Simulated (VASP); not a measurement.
# Sb (Pm-3m) in VASP: single point with LDA

Aim: the single point of Sb with LDA.

Everything below comes from runs of VASP 6.6.1. Logs are shortened: lines on timing, memory, paths and dates and some standing lists are left out, and cuts for length are marked.

### Step 1. The cell of the first run

The structure is cubic, space group Pm-3m (No. 221). Conventional cell: a = 3.502 Å, b = 3.502 Å, c = 3.502 Å, α = 90.00°, β = 90.00°, γ = 90.00°. Within 4.6 Å of Sb (site symmetry m-3m) lie 6 Sb at 3.50 Å.

### Step 2. Single point, LDA

INCAR

```
ALGO = Normal
EDIFF = 1E-6
ENCUT = 500
GGA_COMPAT = False
ISIF = 2
ISMEAR = -1
LASPH = True
LCHARG = False
LREAL = False
LWAVE = False
NBANDS = 8
NELM = 120
PREC = Accurate
SIGMA = 0.05
```

KPOINTS

```
k-points
0
Gamma
  8 8 8
```

POSCAR

```
Sb
1.0
    3.5020000000      0.0000000000      0.0000000000
    0.0000000000      3.5020000000      0.0000000000
    0.0000000000      0.0000000000      3.5020000000
Sb
1
Direct
    0.0000000000      0.0000000000      0.0000000000
```

Potentials or basis: VASP PAW LDA potentials, release 64 (Sb).

On the command line:

```sh
> cat potpaw_LDA.64/Sb/POTCAR > POTCAR
> mpirun -np 1 vasp_std > vasp.out
```

OUTCAR:

```text
EDIFF = 1E-6
   ENCUT = 500
   ISIF = 2
   ISMEAR = -1
   LASPH = True
   LREAL = False
   NELM = 120
   PREC = Accurate

 ion  position               nearest neighbor table
   1  0.000  0.000  0.000-

  LATTYP: Found a simple cubic cell.
 ALAT       =     3.5020000000

  Lattice vectors:

 A1 = (   3.5020000000,   0.0000000000,   0.0000000000)
 A2 = (   0.0000000000,   3.5020000000,   0.0000000000)
 A3 = (   0.0000000000,   0.0000000000,   3.5020000000)

Analysis of symmetry for initial positions (statically):
=====================================================================
 Subroutine PRICEL returns:
 Original cell was already a primitive cell.

 Routine SETGRP: Setting up the symmetry group for a
 simple cubic supercell.

 Subroutine GETGRP returns: Found 48 space group operations
 (whereof 48 operations were pure point group operations)
 out of a pool of 48 trial point group operations.

The static configuration has the point symmetry O_h .

Analysis of symmetry for dynamics (positions and initial velocities):
=====================================================================
 Subroutine PRICEL returns:
 Original cell was already a primitive cell.

 Routine SETGRP: Setting up the symmetry group for a
 simple cubic supercell.

 Subroutine GETGRP returns: Found 48 space group operations
 (whereof 48 operations were pure point group operations)
 out of a pool of 48 trial point group operations.

The dynamic configuration has the point symmetry O_h .

 Subroutine INISYM returns: Found 48 space group operations
 (whereof 48 operations are pure point group operations),
 and found     1 'primitive' translations

----------------------------------------------------------------------------------------

                                     Primitive cell

  volume of cell :      42.9485

  direct lattice vectors                    reciprocal lattice vectors
     3.502000000  0.000000000  0.000000000     0.285551114  0.000000000  0.000000000
     0.000000000  3.502000000  0.000000000     0.000000000  0.285551114  0.000000000
     0.000000000  0.000000000  3.502000000     0.000000000  0.000000000  0.285551114

  length of vectors
     3.502000000  3.502000000  3.502000000     0.285551114  0.285551114  0.285551114

  position of ions in fractional coordinates (direct lattice)
     0.000000000  0.000000000  0.000000000

  ion indices of the primitive-cell ions
   primitive index   ion index
                 1           1

----------------------------------------------------------------------------------------

 KPOINTS: k-points

Automatic generation of k-mesh.
 Grid dimensions read from file:
 generate k-points for:    8    8    8

 Generating k-lattice:

  Cartesian coordinates                     Fractional coordinates (reciprocal lattice)
     0.035693889  0.000000000  0.000000000     0.125000000  0.000000000  0.000000000
     0.000000000  0.035693889  0.000000000     0.000000000  0.125000000  0.000000000
     0.000000000  0.000000000  0.035693889     0.000000000  0.000000000  0.125000000

  Length of vectors
     0.035693889  0.035693889  0.035693889

  Shift w.r.t. Gamma in fractional coordinates (k-lattice)
     0.000000000  0.000000000  0.000000000

 Subroutine IBZKPT returns following result:
 ===========================================

 Found     35 irreducible k-points:

 Following reciprocal coordinates:
            Coordinates               Weight
  0.000000  0.000000  0.000000      1.000000
  0.125000  0.000000  0.000000      6.000000
  0.250000  0.000000  0.000000      6.000000
  0.375000  0.000000  0.000000      6.000000
  0.500000  0.000000  0.000000      3.000000
  0.125000  0.125000  0.000000     12.000000
[... 16 lines left out ...]
  0.375000  0.375000  0.125000     24.000000
  0.500000  0.375000  0.125000     24.000000
 [... further k-points ...]
   k-points           NKPTS =     35   k-points in BZ     NKDIM =     35   number of bands    NBANDS=      8
   number of dos      NEDOS =    301   number of ions     NIONS =      1
   total plane-waves  NPLWV =  21952
   dimension x,y,z NGX =    28 NGY =   28 NGZ =   28
   dimension x,y,z NGXF=    56 NGYF=   56 NGZF=   56
   ions per type =               1
   NGX,Y,Z   is equivalent  to a cutoff of  13.29, 13.29, 13.29 a.u.
   NGXF,Y,Z  is equivalent  to a cutoff of  26.58, 26.58, 26.58 a.u.
 SYSTEM =  unknown system
   PREC   = accura    normal or accurate (medium, high low for compatibility)
   ISTART =      0    job   : 0-new  1-cont  2-samecut
   ICHARG =      2    charge: 1-file 2-atom 10-const
   ISPIN  =      1    spin polarized calculation?
   LNONCOLLINEAR =      F non collinear calculations
   LSORBIT =      F    spin-orbit coupling
   LASPH  =      T    aspherical Exc in radial PAW
   ENCUT  =  500.0 eV  36.75 Ry    6.06 a.u.   6.38  6.38  6.38*2*pi/ulx,y,z
   NELM   =    120;   NELMIN=  2; NELMDL= -5     # of ELM steps
   EDIFF  = 0.1E-05   stopping-criterion for ELM
   LREAL  =      F    real-space projection
   EDIFFG = 0.1E-04   stopping-criterion for IOM
   NSW    =      0    number of steps for IOM
   IBRION =     -1    ionic relax: 0-MD 1-quasi-New 2-CG
   NFREE  =      0    steps in history (QN), initial steepest desc. (CG)
   ISIF   =      2    stress and relaxation
   ISYM   =      2    0-nonsym 1-usesym 2-fastsym
   POTIM  = 0.5000    time-step for ionic-motion
   TEBEG  =    0.0;   TEEND  =   0.0 temperature during run
   PSTRESS=    0.0 pullay stress
   NELECT =       5.0000    total number of electrons
   NUPDOWN=      -1.0000    fix difference up-down
   EMIN   =  10.00;   EMAX   =-10.00  energy-range for DOS
   EFERMI =   0.00;   METHOD = LEGACY
   ISMEAR =    -1;   SIGMA  =   0.05  broadening in eV -4-tet -1-fermi 0-gaus
   EFERMI_NEDOS =   21; number of points for ismear=-14 and -15
   IALGO  =     38    algorithm
   IMIX   =      4    mixing-type and parameters
     AMIX     =   0.40;   BMIX     =  1.00
     AMIX_MAG =   1.60;   BMIX_MAG =  1.00
  volume/ion in A,a.u.               =      42.95       289.83
  Fermi-wavevector in a.u.,A,eV,Ry     =   0.799372  1.510593  8.694053  0.638995
  Thomas-Fermi vector in A             =   1.906462
   LORBIT       =      0    0 simple, 1 ext, 2 COOP (PROOUT), +10 PAW based schemes
   GGA     = CA    functional components
   LHFCALC =     F    Hartree Fock is set to
   AEXX    =    0.0000 exact exchange contribution
   IVDW    =     0    specifies the selected vdW correction
   LEPSILON=     F    determine dielectric tensor
   LRPA    =     F    only Hartree local field effects (RPA)
 non-spin polarized calculation
  energy-cutoff  :      500.00
  volume of cell :       42.95
 maximum number of plane-waves:      1110
 NGX is ok and might be reduce to    28
   NGX = 13   NGY = 13   NGZ = 13

 number of electron       5.0000001 magnetization

 Free energy of the ion-electron system (eV)
  ---------------------------------------------------
  ext. energy  EPLUGINS =         0.00000000
  ---------------------------------------------------
  free energy    TOTEN  =        -4.05983605 eV

  energy without entropy =       -4.04947138  energy(sigma->0) =       -4.05465372

 E-fermi :   3.0555     XC(G=0):  -8.3673

 val. band max:        2.9631264003   @ k =   0.2500   0.2500   0.2500
 cond. band min:       3.0647569899   @ k =   0.3750   0.2500   0.1250
 fundamental gap:      0.1016305897
 Fermi energy:         3.0555016784

 k-point     1 :       0.0000    0.0000    0.0000
  band No.  band energies     occupation
      1      -7.1053      2.00000
      2       5.4017      0.00000
      3       5.4017      0.00000
      4       5.4017      0.00000
      5       9.2763      0.00000
      6       9.7201      0.00000
      7       9.7201      0.00000
      8      17.8495      0.00000

 k-point     2 :       0.1250    0.0000    0.0000
  band No.  band energies     occupation
      1      -6.9627      2.00000
      2       3.9949      0.00000
      3       5.5291      0.00000
      4       5.5291      0.00000
      5       9.5784      0.00000
      6       9.8609      0.00000
      7      11.2770      0.00000
      8      16.6691      0.00000

 k-point     3 :       0.2500    0.0000    0.0000
  band No.  band energies     occupation
      1      -6.5684      2.00000
      2       1.9040      2.00000
      3       5.8674      0.00000
      4       5.8674      0.00000
      5      10.0991      0.00000
      6      10.2635      0.00000
      7      13.8970      0.00000
      8      15.0293      0.00000

 k-point     4 :       0.3750    0.0000    0.0000
  band No.  band energies     occupation
      1      -6.0652      2.00000
      2       0.2798      2.00000
      3       6.2646      0.00000
      4       6.2646      0.00000
      5      10.8264      0.00000
      6      10.9418      0.00000
      7      13.6886      0.00000
      8      13.7831      0.00000

 k-point     5 :       0.5000    0.0000    0.0000
  band No.  band energies     occupation
      1      -5.8021      2.00000
      2      -0.3674      2.00000
      3       6.4537      0.00000
      4       6.4537      0.00000
      5      11.1658      0.00000
      6      11.8450      0.00000
      7      12.5328      0.00000
      8      13.3031      0.00000
[... 177 lines left out ...]
 k-point    22 :       0.5000    0.2500    0.1250
  band No.  band energies     occupation
      1      -5.1253      2.00000
      2       0.3152      2.00000
      3       3.3138      0.01134
      4       5.6772      0.00000
      5       8.6828      0.00000
      6      11.4678      0.00000
      7      13.3261      0.00000
      8      14.4563      0.00000

 k-point    23 :       0.3750    0.3750    0.1250
  band No.  band energies     occupation
      1      -4.8858      2.00000
      2       1.4536      2.00000
      3       1.4552      2.00000
      4       5.8823      0.00000
      5       7.7622      0.00000
      6      12.2884      0.00000
      7      12.7633      0.00000
      8      14.0340      0.00000

 k-point    24 :       0.5000    0.3750    0.1250
  band No.  band energies     occupation
      1      -4.6232      2.00000
      2       0.8094      2.00000
      3       1.7077      2.00000
      4       6.0943      0.00000
      5       7.1605      0.00000
      6      12.0609      0.00000
      7      12.8619      0.00000
      8      14.3110      0.00000

 [... further k-points ...]
[... 5 lines left out ...]
  --------------------------------------------------------------------------------------
  -------------------------------------------------------------------------------------
  Total       -2.8305056     -2.8305056     -2.8305056     -0.0000000      0.0000000      0.0000000
  in kB     -105.5908241   -105.5908241   -105.5908241     -0.0000000      0.0000000      0.0000000
  external PRESSURE =    -105.5908241 kB  Pullay stress =       0.0000000 kB

 VOLUME and BASIS-vectors are now :
 -----------------------------------------------------------------------------
  energy-cutoff  :      500.00
  volume of cell :       42.95
      direct lattice vectors                 reciprocal lattice vectors
     3.502000000  0.000000000  0.000000000     0.285551114  0.000000000  0.000000000
     0.000000000  3.502000000  0.000000000     0.000000000  0.285551114  0.000000000
     0.000000000  0.000000000  3.502000000     0.000000000  0.000000000  0.285551114

 POSITION                                       TOTAL-FORCE (eV/Angst)
 -----------------------------------------------------------------------------------
      0.00000      0.00000      0.00000         0.000000      0.000000      0.000000
 -----------------------------------------------------------------------------------
    total drift:                                0.000000      0.000000      0.000000

  FREE ENERGIE OF THE ION-ELECTRON SYSTEM (eV)
  ---------------------------------------------------
  free  energy   TOTEN  =        -4.0598360542 eV

  energy  without entropy=       -4.0494713772  energy(sigma->0) =       -4.05465372
```

Wall time 12 s (1 thread of Intel Xeon 8259CL, shared host); peak memory 0.14 GiB.

Results:

```yaml
Free_energy: -4.0598 eV
Pressure: -10.6 GPa
```

Caveat: spin-orbit coupling is left out, which moves the levels of the heavy elements.
